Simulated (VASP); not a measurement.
# NaCl in VASP: notebook

NaCl is run at these levels: PBE; tasks: single point.

Everything below comes from runs of VASP 6.6.1. Logs are shortened: lines on timing, memory, paths and dates and some standing lists are left out, and cuts for length are marked.

## 1. The cell of the first run

It takes space group Fm-3m (No. 225, cubic). Conventional cell: a = 6.117 Å, b = 6.117 Å, c = 6.117 Å, α = 90.00°, β = 90.00°, γ = 90.00°. Na (site symmetry m-3m) has 6 Cl at 3.06 Å within 4.0 Å. Within 4.0 Å of Cl (site symmetry m-3m) lie 6 Na at 3.06 Å.

## 2. Single point, PBE (strain +0.080 along x and y, +0.080 along z)

File INCAR:

```
SYSTEM = NaCl
  PREC = Accurate
  ENCUT = 520
  EDIFF = 1E-7
  ISMEAR = 0
  SIGMA = 0.05
  LREAL = .False.
  LASPH = .True.
  NELM = 60
  ALGO = Normal
  ISIF = 2
  LWAVE = .False.
  LCHARG = .False.
  GGA = PE
  NBANDS = 14
```

File KPOINTS:

```
Automatic mesh
0
Gamma
  8 8 8
  0 0 0
```

File POSCAR:

```
NaCl
1.0
    0.0000000000      3.0582900000      3.0582900000
    3.0582900000      0.0000000000      3.0582900000
    3.0582900000      3.0582900000      0.0000000000
Na Cl
1 1
Direct
    0.0000000000      0.0000000000      0.0000000000
    0.5000000000      0.5000000000      0.5000000000
```

Potentials or basis: VASP PAW PBE potentials, release 64 (Na_pv, Cl).

Started as:

```
cat potpaw_PBE.64/Na_pv/POTCAR potpaw_PBE.64/Cl/POTCAR > POTCAR
mpirun -np 1 vasp_std > vasp.out
```

OUTCAR:

```text
SYSTEM = NaCl
   PREC = Accurate
   ENCUT = 520
   EDIFF = 1E-7
   ISMEAR = 0
   LREAL = .False.
   LASPH = .True.
   NELM = 60
   ISIF = 2
   GGA = PE

 ion  position               nearest neighbor table
   1  0.000  0.000  0.000-
   2  0.500  0.500  0.500-

  LATTYP: Found a face centered cubic cell.
 ALAT       =     6.1165800000

  Lattice vectors:

 A1 = (   0.0000000000,   3.0582900000,   3.0582900000)
 A2 = (   3.0582900000,   0.0000000000,   3.0582900000)
 A3 = (   3.0582900000,   3.0582900000,   0.0000000000)

Analysis of symmetry for initial positions (statically):
=====================================================================
 Subroutine PRICEL returns:
 Original cell was already a primitive cell.

 Routine SETGRP: Setting up the symmetry group for a
 face centered cubic supercell.

 Subroutine GETGRP returns: Found 48 space group operations
 (whereof 48 operations were pure point group operations)
 out of a pool of 48 trial point group operations.

The static configuration has the point symmetry O_h .

Analysis of symmetry for dynamics (positions and initial velocities):
=====================================================================
 Subroutine PRICEL returns:
 Original cell was already a primitive cell.

 Routine SETGRP: Setting up the symmetry group for a
 face centered cubic supercell.

 Subroutine GETGRP returns: Found 48 space group operations
 (whereof 48 operations were pure point group operations)
 out of a pool of 48 trial point group operations.

The dynamic configuration has the point symmetry O_h .

 Subroutine INISYM returns: Found 48 space group operations
 (whereof 48 operations are pure point group operations),
 and found     1 'primitive' translations

----------------------------------------------------------------------------------------

                                     Primitive cell

  volume of cell :      57.2092

  direct lattice vectors                    reciprocal lattice vectors
     0.000000000  3.058290000  3.058290000    -0.163490055  0.163490055  0.163490055
     3.058290000  0.000000000  3.058290000     0.163490055 -0.163490055  0.163490055
     3.058290000  3.058290000  0.000000000     0.163490055  0.163490055 -0.163490055

  length of vectors
     4.325075196  4.325075196  4.325075196     0.283173082  0.283173082  0.283173082

  position of ions in fractional coordinates (direct lattice)
     0.000000000  0.000000000  0.000000000
     0.500000000  0.500000000  0.500000000

  ion indices of the primitive-cell ions
   primitive index   ion index
                 1           1
                 2           2

----------------------------------------------------------------------------------------

 KPOINTS: Automatic mesh

Automatic generation of k-mesh.
 Grid dimensions read from file:
 generate k-points for:    8    8    8

 Generating k-lattice:

  Cartesian coordinates                     Fractional coordinates (reciprocal lattice)
    -0.020436257  0.020436257  0.020436257     0.125000000  0.000000000  0.000000000
     0.020436257 -0.020436257  0.020436257     0.000000000  0.125000000  0.000000000
     0.020436257  0.020436257 -0.020436257     0.000000000  0.000000000  0.125000000

  Length of vectors
     0.035396635  0.035396635  0.035396635

  Shift w.r.t. Gamma in fractional coordinates (k-lattice)
     0.000000000  0.000000000  0.000000000

 Subroutine IBZKPT returns following result:
 ===========================================

 Found     29 irreducible k-points:

 Following reciprocal coordinates:
            Coordinates               Weight
  0.000000  0.000000  0.000000      1.000000
  0.125000  0.000000  0.000000      8.000000
  0.250000  0.000000  0.000000      8.000000
  0.375000  0.000000  0.000000      8.000000
  0.500000  0.000000  0.000000      4.000000
  0.125000  0.125000  0.000000      6.000000
[... 16 lines left out ...]
  0.500000  0.250000  0.125000     48.000000
 -0.375000  0.250000  0.125000     24.000000
 [... further k-points ...]
   k-points           NKPTS =     29   k-points in BZ     NKDIM =     29   number of bands    NBANDS=     14
   number of dos      NEDOS =    301   number of ions     NIONS =      2
   total plane-waves  NPLWV =  32768
   dimension x,y,z NGX =    32 NGY =   32 NGZ =   32
   dimension x,y,z NGXF=    64 NGYF=   64 NGZF=   64
   ions per type =               1   1
   NGX,Y,Z   is equivalent  to a cutoff of  12.30, 12.30, 12.30 a.u.
   NGXF,Y,Z  is equivalent  to a cutoff of  24.60, 24.60, 24.60 a.u.
 SYSTEM =  NaCl
   PREC   = accura    normal or accurate (medium, high low for compatibility)
   ISTART =      0    job   : 0-new  1-cont  2-samecut
   ICHARG =      2    charge: 1-file 2-atom 10-const
   ISPIN  =      1    spin polarized calculation?
   LNONCOLLINEAR =      F non collinear calculations
   LSORBIT =      F    spin-orbit coupling
   LASPH  =      T    aspherical Exc in radial PAW
   ENCUT  =  520.0 eV  38.22 Ry    6.18 a.u.   8.04  8.04  8.04*2*pi/ulx,y,z
   NELM   =     60;   NELMIN=  2; NELMDL= -5     # of ELM steps
   EDIFF  = 0.1E-06   stopping-criterion for ELM
   LREAL  =      F    real-space projection
   EDIFFG = 0.1E-05   stopping-criterion for IOM
   NSW    =      0    number of steps for IOM
   IBRION =     -1    ionic relax: 0-MD 1-quasi-New 2-CG
   NFREE  =      0    steps in history (QN), initial steepest desc. (CG)
   ISIF   =      2    stress and relaxation
   ISYM   =      2    0-nonsym 1-usesym 2-fastsym
   POTIM  = 0.5000    time-step for ionic-motion
   TEBEG  =    0.0;   TEEND  =   0.0 temperature during run
   PSTRESS=    0.0 pullay stress
   NELECT =      14.0000    total number of electrons
   NUPDOWN=      -1.0000    fix difference up-down
   EMIN   =  10.00;   EMAX   =-10.00  energy-range for DOS
   EFERMI =   0.00;   METHOD = LEGACY
   ISMEAR =     0;   SIGMA  =   0.05  broadening in eV -4-tet -1-fermi 0-gaus
   EFERMI_NEDOS =   21; number of points for ismear=-14 and -15
   IALGO  =     38    algorithm
   IMIX   =      4    mixing-type and parameters
     AMIX     =   0.40;   BMIX     =  1.00
     AMIX_MAG =   1.60;   BMIX_MAG =  1.00
  volume/ion in A,a.u.               =      28.60       193.03
  Fermi-wavevector in a.u.,A,eV,Ry     =   1.023990  1.935060 14.266451  1.048555
  Thomas-Fermi vector in A             =   2.157753
   LORBIT       =      0    0 simple, 1 ext, 2 COOP (PROOUT), +10 PAW based schemes
   GGA     = PE    functional components
   LHFCALC =     F    Hartree Fock is set to
   AEXX    =    0.0000 exact exchange contribution
   IVDW    =     0    specifies the selected vdW correction
   LEPSILON=     F    determine dielectric tensor
   LRPA    =     F    only Hartree local field effects (RPA)
 non-spin polarized calculation
 Gauss-broadening in eV      SIGMA  =   0.05
  energy-cutoff  :      520.00
  volume of cell :       57.21
 maximum number of plane-waves:      1572
   NGX = 17   NGY = 17   NGZ = 17

 number of electron      13.9999996 magnetization

 Free energy of the ion-electron system (eV)
  ---------------------------------------------------
  ext. energy  EPLUGINS =         0.00000000
  ---------------------------------------------------
  free energy    TOTEN  =        -6.64872885 eV

  energy without entropy =       -6.64872885  energy(sigma->0) =       -6.64872885

 E-fermi :  -1.6048     XC(G=0):  -7.1786

 val. band max:       -1.9113185623   @ k =   0.0000   0.0000   0.0000
 cond. band min:       2.3958324815   @ k =   0.0000   0.0000   0.0000
 fundamental gap:      4.3071510438
 Fermi energy:        -1.6048475910

 k-point     1 :       0.0000    0.0000    0.0000
  band No.  band energies     occupation
      1     -23.3061      2.00000
      2     -23.3061      2.00000
      3     -23.3061      2.00000
      4     -14.1385      2.00000
      5      -1.9113      2.00000
      6      -1.9113      2.00000
      7      -1.9113      2.00000
      8       2.3958      0.00000
      9       8.8631      0.00000
     10       8.8631      0.00000
     11       8.8631      0.00000
     12      10.7416      0.00000
     13      10.7416      0.00000
     14      11.9569      0.00000

 k-point     2 :       0.1250    0.0000    0.0000
  band No.  band energies     occupation
      1     -23.3074      2.00000
      2     -23.3063      2.00000
      3     -23.3062      2.00000
      4     -14.1161      2.00000
      5      -2.1595      2.00000
      6      -1.9354      2.00000
      7      -1.9354      2.00000
      8       2.7943      0.00000
      9       8.2853      0.00000
     10       8.9907      0.00000
     11       8.9907      0.00000
     12      10.3755      0.00000
     13      10.3756      0.00000
     14      12.3793      0.00000

 k-point     3 :       0.2500    0.0000    0.0000
  band No.  band energies     occupation
      1     -23.3105      2.00000
      2     -23.3065      2.00000
      3     -23.3065      2.00000
      4     -14.0611      2.00000
      5      -2.6545      2.00000
      6      -1.9921      2.00000
      7      -1.9921      2.00000
      8       3.6881      0.00000
      9       7.4780      0.00000
     10       8.9011      0.00000
     11       8.9011      0.00000
     12      10.5420      0.00000
     13      10.5420      0.00000
     14      11.8283      0.00000

 k-point     4 :       0.3750    0.0000    0.0000
  band No.  band energies     occupation
      1     -23.3136      2.00000
      2     -23.3068      2.00000
      3     -23.3068      2.00000
      4     -14.0049      2.00000
      5      -3.0628      2.00000
      6      -2.0469      2.00000
      7      -2.0469      2.00000
      8       4.5443      0.00000
      9       7.0020      0.00000
     10       8.5493      0.00000
     11       8.5493      0.00000
     12      11.4993      0.00000
     13      11.6960      0.00000
     14      11.6960      0.00000

 k-point     5 :       0.5000    0.0000    0.0000
  band No.  band energies     occupation
      1     -23.3149      2.00000
      2     -23.3070      2.00000
      3     -23.3070      2.00000
      4     -13.9812      2.00000
      5      -3.2154      2.00000
      6      -2.0692      2.00000
      7      -2.0692      2.00000
      8       4.8871      0.00000
      9       6.8791      0.00000
     10       8.4041      0.00000
     11       8.4041      0.00000
[... 276 lines left out ...]
 k-point    22 :       0.3750    0.2500    0.1250
  band No.  band energies     occupation
      1     -23.3111      2.00000
      2     -23.3080      2.00000
      3     -23.3070      2.00000
      4     -14.0238      2.00000
      5      -2.7514      2.00000
      6      -2.2118      2.00000
      7      -2.0662      2.00000
      8       4.3715      0.00000
      9       7.1611      0.00000
     10       7.8121      0.00000
     11       9.3126      0.00000
     12       9.9127      0.00000
     13      11.8499      0.00000
     14      14.0382      0.00000

 k-point    23 :       0.5000    0.2500    0.1250
  band No.  band energies     occupation
      1     -23.3126      2.00000
      2     -23.3087      2.00000
      3     -23.3074      2.00000
      4     -13.9810      2.00000
      5      -2.9443      2.00000
      6      -2.3531      2.00000
      7      -2.1346      2.00000
      8       5.2414      0.00000
      9       6.7944      0.00000
     10       7.3968      0.00000
     11       9.0304      0.00000
     12      10.7598      0.00000
     13      12.5043      0.00000
     14      13.3558      0.00000

 k-point    24 :      -0.3750    0.2500    0.1250
  band No.  band energies     occupation
      1     -23.3133      2.00000
      2     -23.3089      2.00000
      3     -23.3077      2.00000
      4     -13.9631      2.00000
      5      -3.0207      2.00000
      6      -2.4021      2.00000
      7      -2.1701      2.00000
      8       5.7592      0.00000
      9       6.3846      0.00000
     10       7.5179      0.00000
     11       8.8775      0.00000
     12      11.1786      0.00000
     13      12.1782      0.00000
     14      13.4166      0.00000

 [... further k-points ...]

------------------------ aborting loop because EDIFF is reached ----------------------------------------

  FORCE on cell =-STRESS in cart. coord.  units (eV):
  Direction    XX          YY          ZZ          XY          YZ          ZX
  --------------------------------------------------------------------------------------
  -------------------------------------------------------------------------------------
  Total       -1.1184917     -1.1184917     -1.1184917      0.0000000      0.0000000      0.0000000
  in kB      -31.3240110    -31.3240110    -31.3240110      0.0000000      0.0000000      0.0000000
  external PRESSURE =     -31.3240110 kB  Pullay stress =       0.0000000 kB

 VOLUME and BASIS-vectors are now :
 -----------------------------------------------------------------------------
  energy-cutoff  :      520.00
  volume of cell :       57.21
      direct lattice vectors                 reciprocal lattice vectors
     0.000000000  3.058290000  3.058290000    -0.163490055  0.163490055  0.163490055
     3.058290000  0.000000000  3.058290000     0.163490055 -0.163490055  0.163490055
     3.058290000  3.058290000  0.000000000     0.163490055  0.163490055 -0.163490055

 POSITION                                       TOTAL-FORCE (eV/Angst)
 -----------------------------------------------------------------------------------
      0.00000      0.00000      0.00000        -0.000000     -0.000000     -0.000000
      3.05829      3.05829      3.05829         0.000000      0.000000      0.000000
 -----------------------------------------------------------------------------------
    total drift:                                0.000000     -0.000000      0.000000

  FREE ENERGIE OF THE ION-ELECTRON SYSTEM (eV)
  ---------------------------------------------------
  free  energy   TOTEN  =        -6.6487288490 eV

  energy  without entropy=       -6.6487288490  energy(sigma->0) =       -6.64872885
```

Wall time 24 s (1 thread of Intel Xeon 8259CL, shared host); peak memory 0.17 GiB.

What came out:

```
Free energy            : -6.6487 eV
Pressure               : -3.1 GPa
Band gap on the k mesh : 4.31 eV
```

Caveat: the cell differs from its parent crystal (strain +0.080 along x and y, +0.080 along z); the cell stands under tension.

## 3. Single point, PBE (strain -0.080 along x and y, -0.040 along z)

File INCAR:

```
SYSTEM = NaCl
PREC = Accurate
ENCUT = 520
EDIFF = 1E-6
ISMEAR = 0
SIGMA = 0.05
LREAL = .FALSE.
LASPH = .TRUE.
NELM = 60
ALGO = Normal
ISIF = 2
LWAVE = .FALSE.
LCHARG = .TRUE.
GGA = PE
LELF = .TRUE.
LVHAR = .TRUE.
NBANDS = 14
```

File KPOINTS:

```
regular mesh
0
G
  8 8 8
  0 0 0
```

File POSCAR:

```
NaCl
1.0
    0.0000000000      2.6052100000      2.7184800000
    2.6052100000      0.0000000000      2.7184800000
    2.6052100000      2.6052100000      0.0000000000
Na Cl
1 1
Direct
    0.0000000000      0.0000000000      0.0000000000
    0.5000000000      0.5000000000      0.5000000000
```

Potentials or basis: VASP PAW PBE potentials, release 64 (Na_pv, Cl).

Started as:

```
cat potpaw_PBE.64/Na_pv/POTCAR potpaw_PBE.64/Cl/POTCAR > POTCAR
mpirun -np 1 vasp_std > vasp.out
```

Wall time 29 s (1 thread of Intel Xeon 8259CL, shared host); peak memory 0.16 GiB.

It converged, with:

* Free energy: -6.5512 eV
* Pressure: 9.2 GPa
* Band gap on the k mesh: 5.96 eV

Stress tensor (GPa, compression positive):
```
10.67  0.00  0.00
 0.00 10.67  0.00
 0.00  0.00  6.27
```

Levels at points of the mesh, in eV from the valence-band top:
```csv
k point,band 4,band 5,band 6,band 7,band 8,band 9,band 10,band 11
"(0.00, 0.00, 0.00)",-13.20,-0.01,-0.01,0.00,5.96,11.01,11.38,11.38
"(0.50, 0.00, 0.00)",-12.60,-2.60,-0.45,-0.36,7.58,11.19,11.66,12.30
"(0.50, 0.50, 0.00)",-12.59,-2.28,-0.73,-0.73,7.93,8.15,12.52,15.93
"(0.50, 0.00, 0.50)",-12.53,-2.22,-0.93,-0.78,7.77,8.08,12.94,15.93
```

Caveat: the cell differs from its parent crystal (strain -0.080 along x and y, -0.040 along z); the cell stands under pressure.
